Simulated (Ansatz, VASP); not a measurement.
## Be2NbP3: VASP beside Ansatz

```
CELL_PARAMETERS angstrom
5.06329 0.00000 0.00000
-2.53165 4.38494 0.00000
0.00000 0.00000 3.36976
ATOMIC_POSITIONS crystal
Be 0.33333 0.66667 0.00000
Be 0.66667 0.33333 0.00000
Nb 0.00000 0.00000 0.00000
P 0.50000 0.00000 0.50000
P 0.50000 0.50000 0.50000
P 0.00000 0.50000 0.50000
```

Change from the starting cell: species swapped into the YCo3B2 type (P6/mmm, No. 191).

Alike in both runs: functional PBE; k mesh 6 × 6 × 6; occupations gaussian, width 0.1 eV; no spin polarisation.

Ansatz relaxed the structure, and its values are those at the end. VASP's run is a single point on that final structure, the one shown.

|  | VASP | Ansatz |
| --- | --- | --- |
| version | VASP 6.6.1 | Ansatz 0.2.0 |
| potentials or method | VASP PAW PBE potentials, release 64 (Be, Nb_sv, P), cutoff 520 eV | scalar-relativistic, plane waves, PAW |
| valence electrons in the cell | 32 | 32 |

```csv
,VASP,Ansatz,Ansatz less VASP
gap on the k mesh at the Fermi level (eV),none,none,-
pressure (GPa),0.1,0.3,+0.16
```

A gap of «none» marks a metal or a gap that the smearing closes.
